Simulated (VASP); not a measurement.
Wanted: the native input for a VASP 6.6.1 run.

```
Task                   : single point
Functional             : LDA
Potentials or basis    : VASP PAW LDA potentials, release 64 (Ti_sv, Nb_sv, B)
Cutoff                 : 520 eV
k mesh                 : 9 × 9 × 4
Occupations            : fermi-dirac, width 0.1 eV
Spin                   : no spin polarisation
Dipole correction      : no
Further INCAR settings : ALGO = Normal; EDIFF = 1e-07; NBANDS = 28
```

The structure of TiNbB4 lies in POSCAR:

```
TiNbB4
1.0
    3.0710600000      0.0000000000      0.0000000000
   -1.5355300000      2.6596200000      0.0000000000
    0.0000000000      0.0000000000      6.5652900000
Ti Nb B
1 1 4
Direct
    0.0000000000      0.0000000000      0.5000000000
    0.0000000000      0.0000000000      0.0000000000
    0.3333333333      0.6666666667      0.7407700000
    0.3333333333      0.6666666667      0.2592300000
    0.6666666667      0.3333333333      0.7407700000
    0.6666666667      0.3333333333      0.2592300000
```

These files were run (other wordings do the same):

INCAR

```
PREC = Accurate ; ENCUT = 520
EDIFF = 1E-7 ; ISMEAR = -1
SIGMA = 0.1 ; LREAL = F
LASPH = T ; NELM = 60
ALGO = Normal ; ISIF = 2
LWAVE = F ; LCHARG = T
LELF = T ; LVHAR = T
NBANDS = 28
```

KPOINTS

```
Automatic mesh
0
Gamma
  9 9 4
```

Potentials or basis: VASP PAW LDA potentials, release 64 (Ti_sv, Nb_sv, B).

Run with:

```bash
$ cat potpaw_LDA.64/Ti_sv/POTCAR potpaw_LDA.64/Nb_sv/POTCAR potpaw_LDA.64/B/POTCAR > POTCAR
$ mpirun -np 1 vasp_std > vasp.out
```

Results of the run:

The pressure is -11.7 GPa and the largest force is 0.090 eV/Å.

Run time: 2.9 min on 1 thread of AMD EPYC 7R13, with other jobs on the host, peak memory 0.16 GiB.
